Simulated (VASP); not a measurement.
# Ir (Fm-3m) in VASP: notebook

Runs on Ir. Level: LDA. Tasks: single point, relaxation of volume and atoms at fixed shape.

Everything below comes from runs of VASP 6.6.1. Logs are shortened: lines on timing, memory, paths and dates and some standing lists are left out, and cuts for length are marked.

### 1 The cell of the first run

It takes space group Fm-3m (No. 225, cubic). The conventional cell has a = 3.813 Å, b = 3.813 Å, c = 3.813 Å, α = 90.00°, β = 90.00°, γ = 90.00°. Ir (site symmetry m-3m) has 12 Ir at 2.70 Å within 3.6 Å.

### 2 Single point, LDA

Input file INCAR:

```
PREC = Accurate
ENCUT = 520
EDIFF = 1E-6
ISMEAR = 0
SIGMA = 0.1
LREAL = False
LASPH = True
NELM = 100
ALGO = Normal
ISIF = 2
LWAVE = False
LCHARG = True
LELF = True
LVHAR = True
NBANDS = 10
```

Input file KPOINTS:

```
Automatic mesh
0
Gamma
  11 11 11
```

Input file POSCAR:

```
Ir
1.0
    0.0000000000      1.9063496893      1.9063496893
    1.9063496893      0.0000000000      1.9063496893
    1.9063496893      1.9063496893      0.0000000000
Ir
1
Direct
    0.0000000000      0.0000000000      0.0000000000
```

Potentials or basis: VASP PAW LDA potentials, release 64 (Ir).

The run is started by

```sh
$ cat potpaw_LDA.64/Ir/POTCAR > POTCAR
$ mpirun -np 1 vasp_std > vasp.out
```

OUTCAR:

```text
PREC = Accurate
   ENCUT = 520
   EDIFF = 1E-6
   ISMEAR = 0
   LREAL = False
   LASPH = True
   NELM = 100
   ISIF = 2

 ion  position               nearest neighbor table
   1  0.000  0.000  0.000-

  LATTYP: Found a face centered cubic cell.
 ALAT       =     3.8126993786

  Lattice vectors:

 A1 = (   0.0000000000,   1.9063496893,   1.9063496893)
 A2 = (   1.9063496893,   0.0000000000,   1.9063496893)
 A3 = (   1.9063496893,   1.9063496893,   0.0000000000)

Analysis of symmetry for initial positions (statically):
=====================================================================
 Subroutine PRICEL returns:
 Original cell was already a primitive cell.

 Routine SETGRP: Setting up the symmetry group for a
 face centered cubic supercell.

 Subroutine GETGRP returns: Found 48 space group operations
[... 9 lines left out ...]

 Routine SETGRP: Setting up the symmetry group for a
 face centered cubic supercell.

 Subroutine GETGRP returns: Found 48 space group operations
[... 11 lines left out ...]
                                     Primitive cell

  volume of cell :      13.8560

  direct lattice vectors                    reciprocal lattice vectors
     0.000000000  1.906349689  1.906349689    -0.262281366  0.262281366  0.262281366
     1.906349689  0.000000000  1.906349689     0.262281366 -0.262281366  0.262281366
     1.906349689  1.906349689  0.000000000     0.262281366  0.262281366 -0.262281366

  length of vectors
     2.695985585  2.695985585  2.695985585     0.454284651  0.454284651  0.454284651

  position of ions in fractional coordinates (direct lattice)
     0.000000000  0.000000000  0.000000000

  ion indices of the primitive-cell ions
   primitive index   ion index
                 1           1

----------------------------------------------------------------------------------------

 KPOINTS: Automatic mesh

Automatic generation of k-mesh.
 Grid dimensions read from file:
 generate k-points for:   11   11   11

 Generating k-lattice:

  Cartesian coordinates                     Fractional coordinates (reciprocal lattice)
    -0.023843761  0.023843761  0.023843761     0.090909091  0.000000000  0.000000000
     0.023843761 -0.023843761  0.023843761     0.000000000  0.090909091  0.000000000
     0.023843761  0.023843761 -0.023843761     0.000000000  0.000000000  0.090909091

  Length of vectors
     0.041298605  0.041298605  0.041298605

  Shift w.r.t. Gamma in fractional coordinates (k-lattice)
     0.000000000  0.000000000  0.000000000

 Subroutine IBZKPT returns following result:
 ===========================================

 Found     56 irreducible k-points:

 Following reciprocal coordinates:
            Coordinates               Weight
  0.000000  0.000000  0.000000      1.000000
  0.090909  0.000000  0.000000      8.000000
  0.181818  0.000000  0.000000      8.000000
  0.272727  0.000000  0.000000      8.000000
  0.363636  0.000000  0.000000      8.000000
  0.454545  0.000000  0.000000      8.000000
[... 16 lines left out ...]
 -0.272727  0.181818  0.000000     24.000000
 -0.181818  0.181818  0.000000     12.000000
 [... further k-points ...]
   k-points           NKPTS =     56   k-points in BZ     NKDIM =     56   number of bands    NBANDS=     10
   number of dos      NEDOS =    301   number of ions     NIONS =      1
   total plane-waves  NPLWV =   8000
   dimension x,y,z NGX =    20 NGY =   20 NGZ =   20
   dimension x,y,z NGXF=    40 NGYF=   40 NGZF=   40
   ions per type =               1
   NGX,Y,Z   is equivalent  to a cutoff of  12.33, 12.33, 12.33 a.u.
   NGXF,Y,Z  is equivalent  to a cutoff of  24.67, 24.67, 24.67 a.u.
 SYSTEM =  unknown system
   PREC   = accura    normal or accurate (medium, high low for compatibility)
   ISTART =      0    job   : 0-new  1-cont  2-samecut
   ICHARG =      2    charge: 1-file 2-atom 10-const
   ISPIN  =      1    spin polarized calculation?
   LNONCOLLINEAR =      F non collinear calculations
   LSORBIT =      F    spin-orbit coupling
   LASPH  =      T    aspherical Exc in radial PAW
   ENCUT  =  520.0 eV  38.22 Ry    6.18 a.u.   5.01  5.01  5.01*2*pi/ulx,y,z
   NELM   =    100;   NELMIN=  2; NELMDL= -5     # of ELM steps
   EDIFF  = 0.1E-05   stopping-criterion for ELM
   LREAL  =      F    real-space projection
   EDIFFG = 0.1E-04   stopping-criterion for IOM
   NSW    =      0    number of steps for IOM
   IBRION =     -1    ionic relax: 0-MD 1-quasi-New 2-CG
   NFREE  =      0    steps in history (QN), initial steepest desc. (CG)
   ISIF   =      2    stress and relaxation
   ISYM   =      2    0-nonsym 1-usesym 2-fastsym
   POTIM  = 0.5000    time-step for ionic-motion
   TEBEG  =    0.0;   TEEND  =   0.0 temperature during run
   PSTRESS=    0.0 pullay stress
   NELECT =       9.0000    total number of electrons
   NUPDOWN=      -1.0000    fix difference up-down
   EMIN   =  10.00;   EMAX   =-10.00  energy-range for DOS
   EFERMI =   0.00;   METHOD = LEGACY
   ISMEAR =     0;   SIGMA  =   0.10  broadening in eV -4-tet -1-fermi 0-gaus
   EFERMI_NEDOS =   21; number of points for ismear=-14 and -15
   IALGO  =     38    algorithm
   IMIX   =      4    mixing-type and parameters
     AMIX     =   0.40;   BMIX     =  1.00
     AMIX_MAG =   1.60;   BMIX_MAG =  1.00
  volume/ion in A,a.u.               =      13.86        93.50
  Fermi-wavevector in a.u.,A,eV,Ry     =   1.417783  2.679221 27.349189  2.010109
  Thomas-Fermi vector in A             =   2.538977
   LORBIT       =      0    0 simple, 1 ext, 2 COOP (PROOUT), +10 PAW based schemes
   GGA     = CA    functional components
   LHFCALC =     F    Hartree Fock is set to
   AEXX    =    0.0000 exact exchange contribution
   IVDW    =     0    specifies the selected vdW correction
   LEPSILON=     F    determine dielectric tensor
   LRPA    =     F    only Hartree local field effects (RPA)
 non-spin polarized calculation
 Gauss-broadening in eV      SIGMA  =   0.10
  energy-cutoff  :      520.00
  volume of cell :       13.86
 maximum number of plane-waves:       381
   NGX =  9   NGY =  9   NGZ =  9

 number of electron       9.0000001 magnetization

 Free energy of the ion-electron system (eV)
  ---------------------------------------------------
  ext. energy  EPLUGINS =         0.00000000
  ---------------------------------------------------
  free energy    TOTEN  =       -10.29876365 eV

  energy without entropy =      -10.28975215  energy(sigma->0) =      -10.29425790

 E-fermi :  10.6066     XC(G=0): -14.2605

 val. band max:       10.6026411178   @ k =   0.2727   0.2727   0.0000
 cond. band min:      10.6249944513   @ k =   0.3636   0.2727   0.0000
 fundamental gap:      0.0223533335
 Fermi energy:        10.6066002193

 k-point     1 :       0.0000    0.0000    0.0000
  band No.  band energies     occupation
      1      -0.6496      2.00000
      2       6.6337      2.00000
      3       6.6337      2.00000
      4       6.6337      2.00000
      5       9.4552      2.00000
      6       9.4552      2.00000
      7      24.9776      0.00000
      8      30.6471      0.00000
      9      30.6471      0.00000
     10      30.6471      0.00000

 k-point     2 :       0.0909    0.0000    0.0000
  band No.  band energies     occupation
      1      -0.2777      2.00000
      2       6.4424      2.00000
      3       6.7913      2.00000
      4       6.7913      2.00000
      5       9.3572      2.00000
      6       9.3572      2.00000
      7      25.6170      0.00000
      8      29.0103      0.00000
      9      31.2682      0.00000
     10      31.2682      0.00000

 k-point     3 :       0.1818    0.0000    0.0000
  band No.  band energies     occupation
      1       0.7158      2.00000
      2       6.1006      2.00000
      3       7.0797      2.00000
      4       7.0797      2.00000
      5       9.3054      2.00000
      6       9.3054      2.00000
      7      26.3588      0.00000
      8      27.2055      0.00000
      9      32.9804      0.00000
     10      32.9804      0.00000

 k-point     4 :       0.2727    0.0000    0.0000
  band No.  band energies     occupation
      1       1.8299      2.00000
      2       6.2777      2.00000
      3       7.0545      2.00000
      4       7.0545      2.00000
      5       9.8208      2.00000
      6       9.8208      2.00000
      7      23.9366      0.00000
      8      27.3914      0.00000
      9      34.9202      0.00000
     10      34.9289      0.00000

 k-point     5 :       0.3636    0.0000    0.0000
  band No.  band energies     occupation
      1       2.3167      2.00000
      2       6.7761      2.00000
      3       6.7761      2.00000
      4       7.6902      2.00000
      5      10.7683      0.02221
      6      10.7683      0.02221
      7      21.1697      0.00000
      8      25.7044      0.00000
      9      32.6341      0.00000
     10      32.6341      0.00000

 k-point     6 :       0.4545    0.0000    0.0000
  band No.  band energies     occupation
      1       2.3454      2.00000
      2       6.5695      2.00000
      3       6.5695      2.00000
      4       9.5524      2.00000
      5      11.5046      0.00000
      6      11.5046      0.00000
      7      18.6132      0.00000
      8      24.6533      0.00000
      9      30.8451      0.00000
     10      30.8451      0.00000
[... 183 lines left out ...]
 k-point    21 :      -0.4545    0.1818    0.0000
  band No.  band energies     occupation
      1       3.3934      2.00000
      2       5.6140      2.00000
      3       7.3855      2.00000
      4       7.5948      2.00000
      5      11.4875      0.00000
      6      14.9991      0.00000
      7      17.6457      0.00000
      8      26.1813      0.00000
      9      28.9340      0.00000
     10      29.4681      0.00000

 k-point    22 :      -0.3636    0.1818    0.0000
  band No.  band energies     occupation
      1       3.5313      2.00000
      2       5.7860      2.00000
      3       7.0692      2.00000
      4       7.5591      2.00000
      5      10.5152      1.80401
      6      14.1756      0.00000
      7      19.5616      0.00000
      8      26.1889      0.00000
      9      28.0488      0.00000
     10      31.6576      0.00000

 k-point    23 :      -0.2727    0.1818    0.0000
  band No.  band energies     occupation
      1       3.4946      2.00000
      2       5.7971      2.00000
      3       6.3155      2.00000
      4       7.7595      2.00000
      5       9.2568      2.00000
      6      12.8382      0.00000
      7      22.6534      0.00000
      8      26.9418      0.00000
      9      28.5494      0.00000
     10      33.5843      0.00000

 k-point    24 :      -0.1818    0.1818    0.0000
  band No.  band energies     occupation
      1       2.6009      2.00000
      2       5.4486      2.00000
      3       6.8296      2.00000
      4       8.1121      2.00000
      5       8.1939      2.00000
      6      11.3768      0.00000
      7      25.0086      0.00000
      8      28.2664      0.00000
      9      30.3850      0.00000
     10      31.1936      0.00000

 [... further k-points ...]

------------------------ aborting loop because EDIFF is reached ----------------------------------------

  FORCE on cell =-STRESS in cart. coord.  units (eV):
  Direction    XX          YY          ZZ          XY          YZ          ZX
  --------------------------------------------------------------------------------------
  -------------------------------------------------------------------------------------
  Total        0.2267850      0.2267850      0.2267850      0.0000000      0.0000000     -0.0000000
  in kB       26.2232916     26.2232916     26.2232916      0.0000000      0.0000000     -0.0000000
  external PRESSURE =      26.2232916 kB  Pullay stress =       0.0000000 kB

 VOLUME and BASIS-vectors are now :
 -----------------------------------------------------------------------------
  energy-cutoff  :      520.00
  volume of cell :       13.86
      direct lattice vectors                 reciprocal lattice vectors
     0.000000000  1.906349689  1.906349689    -0.262281366  0.262281366  0.262281366
     1.906349689  0.000000000  1.906349689     0.262281366 -0.262281366  0.262281366
     1.906349689  1.906349689  0.000000000     0.262281366  0.262281366 -0.262281366

 POSITION                                       TOTAL-FORCE (eV/Angst)
 -----------------------------------------------------------------------------------
      0.00000      0.00000      0.00000         0.000000      0.000000      0.000000
 -----------------------------------------------------------------------------------
    total drift:                                0.000000      0.000000      0.000000

  FREE ENERGIE OF THE ION-ELECTRON SYSTEM (eV)
  ---------------------------------------------------
  free  energy   TOTEN  =       -10.2987636450 eV

  energy  without entropy=      -10.2897521515  energy(sigma->0) =      -10.29425790
```

It took 4.5 s on 1 thread of Intel Xeon Platinum 8488C (Sapphire Rapids), shared host; peak memory 0.12 GiB.

Results:

* Free energy: -10.2988 eV
* Pressure: 2.6 GPa

Caveat: spin-orbit coupling is left out, which moves the levels of the heavy elements.

### 3 Relaxation of volume and atoms at fixed shape, LDA

This run uses another cell than the first one, of 14.06 Å³/atom, 1.015 times its volume.

Input file INCAR:

```
SYSTEM = Ir
PREC     = Accurate       ! precision mode
ENCUT    = 600            ! plane-wave cutoff, eV
EDIFF    = 1E-6           ! SCF threshold, eV
ISMEAR   = 0              ! smearing method
SIGMA    = 0.1            ! smearing width, eV
LREAL    = .FALSE.        ! projectors in reciprocal space
LASPH    = .TRUE.         ! aspherical terms in the spheres
NELM     = 100            ! most SCF steps
ALGO     = Normal         ! electronic algorithm
ISIF     = 8              ! what is computed and relaxed
LWAVE    = .FALSE.        ! write WAVECAR
LCHARG   = .FALSE.        ! write CHGCAR
IBRION   = 2              ! ionic algorithm
NSW      = 80             ! ionic steps
EDIFFG   = -0.01          ! ionic threshold
```

Input file KPOINTS:

```
regular mesh
0
G
  11 11 11
  0 0 0
```

Input file POSCAR:

```
Ir
1.0
    0.0000000000      1.9156000000      1.9156000000
    1.9156000000      0.0000000000      1.9156000000
    1.9156000000      1.9156000000      0.0000000000
Ir
1
Direct
    0.0000000000      0.0000000000      0.0000000000
```

Potentials or basis: VASP PAW LDA potentials, release 64 (Ir).

The run is started by

```sh
$ cat potpaw_LDA.64/Ir/POTCAR > POTCAR
$ mpirun -np 1 vasp_std > vasp.out
```

Run time: 8.7 s. Hardware: 1 thread of Intel Xeon Platinum 8488C (Sapphire Rapids), shared host; peak memory 0.15 GiB.

The run converged. Its results:

| Quantity | Value |
| --- | --- |
| Free energy | -10.2997 eV |
| Relaxed volume | 13.95 Å³/atom |
| Relaxed cell | a = 2.702 Å, b = 2.702 Å, c = 2.702 Å, α = 60.00°, β = 60.00°, γ = 60.00° |
| Space group after relaxing (to 0.05 Å) | Fm-3m (No. 225) |
| Energy gained by relaxing | 1.1 meV/atom |
| Ionic steps | 3 |
| Pressure after relaxing | 0.0 GPa |

Step by step:
```
step  energy change (eV)  largest force (eV/Å)  pressure (GPa)  volume (Å³)
   1              0.0000                0.0000           -3.12        14.06
   2              0.0174                0.0000           13.97        13.51
   3             -0.0011                0.0000           -0.05        13.95
```

Final structure:
```
Ir
1.0
     0.00000    1.91064    1.91064
     1.91064    0.00000    1.91064
     1.91064    1.91064    0.00000
Ir
1
Direct
  0.00000 0.00000 0.00000
```

Levels at points of the mesh, in eV from the Fermi level:
| k point | band 2 | band 3 | band 4 | band 5 | band 6 | band 7 |
| --- | --- | --- | --- | --- | --- | --- |
| (0.00, 0.00, 0.00) | -3.93 | -3.93 | -3.93 | -1.14 | -1.14 | 14.39 |

Caveat: spin-orbit coupling is left out, which moves the levels of the heavy elements.
